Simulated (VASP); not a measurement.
# Ni (Fm-3m) in VASP: further runs, part 2 of 2

VASP 6.6.1. Earlier steps stand in the parts before.

## 4. Single point, LDA, collinear spin, ferromagnetic start

Input file INCAR:

```
ALGO = Normal
EDIFF = 1E-6
ENCUT = 520
GGA = CA
ISIF = 2
ISMEAR = -1
ISPIN = 2
ISYM = 0
LASPH = T
LCHARG = F
LMAXMIX = 4
LORBIT = 11
LREAL = F
LWAVE = F
MAGMOM = 2 2
NBANDS = 21
NELM = 150
PREC = Accurate
SIGMA = 0.1
```

Input file KPOINTS:

```
k-points
0
Gamma
  7 12 10
```

Input file POSCAR:

```
Ni
1.0
   -1.7600000000     -3.5200000000     -1.7600000000
   -1.7600000000      0.0000000000     -1.7600000000
    1.7600000000      0.0000000000     -1.7600000000
Ni
2
Direct
    0.0000000000      0.0000000000      0.0000000000
    0.5000000000      0.0000000000      0.5000000000
```

Potentials or basis: VASP PAW LDA potentials, release 64 (Ni).

Launch:

```console
> cat potpaw_LDA.64/Ni/POTCAR > POTCAR
> mpirun -np 1 vasp_std > vasp.out
```

OUTCAR:

```text
EDIFF = 1E-6
   ENCUT = 520
   GGA = CA
   ISIF = 2
   ISMEAR = -1
   ISPIN = 2
   ISYM = 0
   LASPH = T
   LORBIT = 11
   LREAL = F
   NELM = 150
   PREC = Accurate

 ion  position               nearest neighbor table
   1  0.000  0.000  0.000-   2 2.49   2 2.49   2 2.49   2 2.49   2 2.49   2 2.49   2 2.49   2 2.49

   2  0.500  0.000  0.500-   1 2.49   1 2.49   1 2.49   1 2.49   1 2.49   1 2.49   1 2.49   1 2.49

IMPORTANT INFORMATION: All symmetrisations will be switched off!
NOSYMM: (Re-)initialisation of all symmetry stuff for point group C_1.

----------------------------------------------------------------------------------------

                                     Primitive cell

  volume of cell :      21.8071

  direct lattice vectors                    reciprocal lattice vectors
    -1.760000000 -3.520000000 -1.760000000     0.000000000 -0.284090909  0.000000000
    -1.760000000  0.000000000 -1.760000000    -0.284090909  0.284090909 -0.284090909
     1.760000000  0.000000000 -1.760000000     0.284090909  0.000000000 -0.284090909

  length of vectors
     4.311101947  2.489015870  2.489015870     0.284090909  0.492059889  0.401765217

  position of ions in fractional coordinates (direct lattice)
     0.000000000  0.000000000  0.000000000
     0.500000000  0.000000000  0.500000000

  ion indices of the primitive-cell ions
   primitive index   ion index
                 1           1
                 2           2

----------------------------------------------------------------------------------------

 KPOINTS: k-points

Automatic generation of k-mesh.
 Grid dimensions read from file:
 generate k-points for:    7   12   10

 Generating k-lattice:

  Cartesian coordinates                     Fractional coordinates (reciprocal lattice)
     0.000000000 -0.040584416  0.000000000     0.142857143  0.000000000  0.000000000
    -0.023674242  0.023674242 -0.023674242     0.000000000  0.083333333  0.000000000
     0.028409091  0.000000000 -0.028409091     0.000000000  0.000000000  0.100000000

  Length of vectors
     0.040584416  0.041004991  0.040176522

  Shift w.r.t. Gamma in fractional coordinates (k-lattice)
     0.000000000  0.000000000  0.000000000

 -----------------------------------------------------------------------------
|                                                                             |
|           W    W    AA    RRRRR   N    N  II  N    N   GGGG   !!!           |
|           W    W   A  A   R    R  NN   N  II  NN   N  G    G  !!!           |
|           W    W  A    A  R    R  N N  N  II  N N  N  G       !!!           |
|           W WW W  AAAAAA  RRRRR   N  N N  II  N  N N  G  GGG   !            |
|           WW  WW  A    A  R   R   N   NN  II  N   NN  G    G                |
|           W    W  A    A  R    R  N    N  II  N    N   GGGG   !!!           |
|                                                                             |
|     Your reciprocal lattice and k-lattice belong to different lattice       |
|     classes:                                                                |
|                                                                             |
|        The reciprocal lattice is simple tetragonal,                         |
[... 51 lines left out ...]
   ISTART =      0    job   : 0-new  1-cont  2-samecut
   ICHARG =      2    charge: 1-file 2-atom 10-const
   ISPIN  =      2    spin polarized calculation?
   LNONCOLLINEAR =      F non collinear calculations
   LSORBIT =      F    spin-orbit coupling
   LASPH  =      T    aspherical Exc in radial PAW
   ENCUT  =  520.0 eV  38.22 Ry    6.18 a.u.   8.02  4.63  4.63*2*pi/ulx,y,z
   NELM   =    150;   NELMIN=  2; NELMDL= -5     # of ELM steps
   EDIFF  = 0.1E-05   stopping-criterion for ELM
   LREAL  =      F    real-space projection
   EDIFFG = 0.1E-04   stopping-criterion for IOM
   NSW    =      0    number of steps for IOM
   IBRION =     -1    ionic relax: 0-MD 1-quasi-New 2-CG
   NFREE  =      0    steps in history (QN), initial steepest desc. (CG)
   ISIF   =      2    stress and relaxation
   ISYM   =      0    0-nonsym 1-usesym 2-fastsym
   POTIM  = 0.5000    time-step for ionic-motion
   TEBEG  =    0.0;   TEEND  =   0.0 temperature during run
   PSTRESS=    0.0 pullay stress
   NELECT =      20.0000    total number of electrons
   NUPDOWN=      -1.0000    fix difference up-down
   EMIN   =  10.00;   EMAX   =-10.00  energy-range for DOS
   EFERMI =   0.00;   METHOD = LEGACY
   ISMEAR =    -1;   SIGMA  =   0.10  broadening in eV -4-tet -1-fermi 0-gaus
   EFERMI_NEDOS =   21; number of points for ismear=-14 and -15
   IALGO  =     38    algorithm
   IMIX   =      4    mixing-type and parameters
     AMIX     =   0.40;   BMIX     =  1.00
     AMIX_MAG =   1.60;   BMIX_MAG =  1.00
  volume/ion in A,a.u.               =      10.90        73.58
  Fermi-wavevector in a.u.,A,eV,Ry     =   1.590568  3.005737 34.421456  2.529906
  Thomas-Fermi vector in A             =   2.689243
   LORBIT       =     11    0 simple, 1 ext, 2 COOP (PROOUT), +10 PAW based schemes
   GGA     = CA    functional components
   LHFCALC =     F    Hartree Fock is set to
   AEXX    =    0.0000 exact exchange contribution
   IVDW    =     0    specifies the selected vdW correction
   LEPSILON=     F    determine dielectric tensor
   LRPA    =     F    only Hartree local field effects (RPA)
 spin polarized calculation
  energy-cutoff  :      520.00
  volume of cell :       21.81
 maximum number of plane-waves:       605
   NGX = 15   NGY =  9   NGZ =  9

 number of electron      19.9999991 magnetization       1.1609610

 Free energy of the ion-electron system (eV)
  ---------------------------------------------------
  ext. energy  EPLUGINS =         0.00000000
  ---------------------------------------------------
  free energy    TOTEN  =       -13.11456127 eV

  energy without entropy =      -12.99718755  energy(sigma->0) =      -13.05587441

 E-fermi :   8.9790     XC(G=0): -13.5992

 val. band max:        8.9757282797   @ k =   0.4286  -0.0833   0.4000
 cond. band min:       8.9819646686   @ k =   0.2857  -0.3333   0.1000
 fundamental gap:      0.0062363889
 Fermi energy:         8.9789986414

 spin component 1

 k-point     1 :       0.0000    0.0000    0.0000
  band No.  band energies     occupation
      1       0.0267      1.00000
      2       4.4057      1.00000
      3       4.8932      1.00000
      4       6.6695      1.00000
      5       6.6720      1.00000
      6       6.6726      1.00000
[... 565 lines left out ...]
     20      33.3149      0.00000
     21      39.8710      0.00000

 [... further k-points ...]

 spin component 2

 k-point     1 :       0.0000    0.0000    0.0000
  band No.  band energies     occupation
      1       0.0670      1.00000
      2       4.7559      1.00000
      3       5.3867      1.00000
      4       7.2574      1.00000
      5       7.2583      1.00000
      6       7.2598      1.00000
[... 565 lines left out ...]
     20      33.4464      0.00000
     21      39.9345      0.00000

 [... further k-points ...]

------------------------ aborting loop because EDIFF is reached ----------------------------------------

  FORCE on cell =-STRESS in cart. coord.  units (eV):
  Direction    XX          YY          ZZ          XY          YZ          ZX
  --------------------------------------------------------------------------------------
  -------------------------------------------------------------------------------------
  Total       -2.2965473     -2.2862844     -2.2965458      0.0013920      0.0013919     -0.0035194
  in kB     -168.7283173   -167.9743021   -168.7282127      0.1022734      0.1022626     -0.2585707
  external PRESSURE =    -168.4769440 kB  Pullay stress =       0.0000000 kB

 VOLUME and BASIS-vectors are now :
 -----------------------------------------------------------------------------
  energy-cutoff  :      520.00
  volume of cell :       21.81
      direct lattice vectors                 reciprocal lattice vectors
    -1.760000000 -3.520000000 -1.760000000     0.000000000 -0.284090909  0.000000000
    -1.760000000  0.000000000 -1.760000000    -0.284090909  0.284090909 -0.284090909
     1.760000000  0.000000000 -1.760000000     0.284090909  0.000000000 -0.284090909

 POSITION                                       TOTAL-FORCE (eV/Angst)
 -----------------------------------------------------------------------------------
      0.00000      0.00000      0.00000         0.000001      0.000000     -0.000000
      0.00000     -1.76000     -1.76000        -0.000001     -0.000000      0.000000
 -----------------------------------------------------------------------------------
    total drift:                                0.000001     -0.000000     -0.000001

  FREE ENERGIE OF THE ION-ELECTRON SYSTEM (eV)
  ---------------------------------------------------
  free  energy   TOTEN  =       -13.1145612740 eV

  energy  without entropy=      -12.9971875499  energy(sigma->0) =      -13.05587441

 total charge

# of ion       s       p       d       tot
------------------------------------------
    1        0.498   0.494   8.325   9.317
    2        0.498   0.494   8.325   9.317
--------------------------------------------------
tot          0.996   0.987  16.650  18.633

 magnetization (x)

# of ion       s       p       d       tot
------------------------------------------
    1       -0.005  -0.017   0.607   0.585
    2       -0.005  -0.017   0.607   0.585
--------------------------------------------------
tot         -0.009  -0.034   1.214   1.170
```

stdout:

```text
POSCAR found type information on POSCAR Ni
 POSCAR found :  1 types and       2 ions
 scaLAPACK will be used
 LDA part: xc-table for (Slater(with rela. corr.)+CA(PZ))
 , standard interpolation
 -----------------------------------------------------------------------------
|                                                                             |
|           W    W    AA    RRRRR   N    N  II  N    N   GGGG   !!!           |
|           W    W   A  A   R    R  NN   N  II  NN   N  G    G  !!!           |
|           W    W  A    A  R    R  N N  N  II  N N  N  G       !!!           |
|           W WW W  AAAAAA  RRRRR   N  N N  II  N  N N  G  GGG   !            |
|           WW  WW  A    A  R   R   N   NN  II  N   NN  G    G                |
|           W    W  A    A  R    R  N    N  II  N    N   GGGG   !!!           |
|                                                                             |
|     Your reciprocal lattice and k-lattice belong to different lattice       |
|     classes:                                                                |
|                                                                             |
|        The reciprocal lattice is simple tetragonal,                         |
|        whereas your k-lattice is simple monoclinic.                         |
|                                                                             |
|     Results are often still useful ...                                      |
|                                                                             |
 -----------------------------------------------------------------------------

 POSCAR, INCAR and KPOINTS ok, starting setup
 FFT: planning ... GRIDC
 FFT: planning ... GRID_SOFT
 FFT: planning ... GRID
 WAVECAR not read
 entering main loop
```

It took 4.7 min on 1 thread of Intel Xeon Platinum 8259CL at 2.50GHz (Skylake/Cascade Lake), shared host; peak memory 0.35 GiB.

What came out:

* Free energy: -13.1146 eV
* Pressure: -16.8 GPa
* Net moment: 1.16 μB per cell
* Site moments: Ni +0.58 μB
* Valence electrons inside the program's atomic spheres: Ni 9.32

Stress tensor (GPa, compression positive):
```
-16.87   0.01  -0.03
  0.01 -16.80   0.01
 -0.03   0.01 -16.87
```

Caveat: the cell stands under tension.
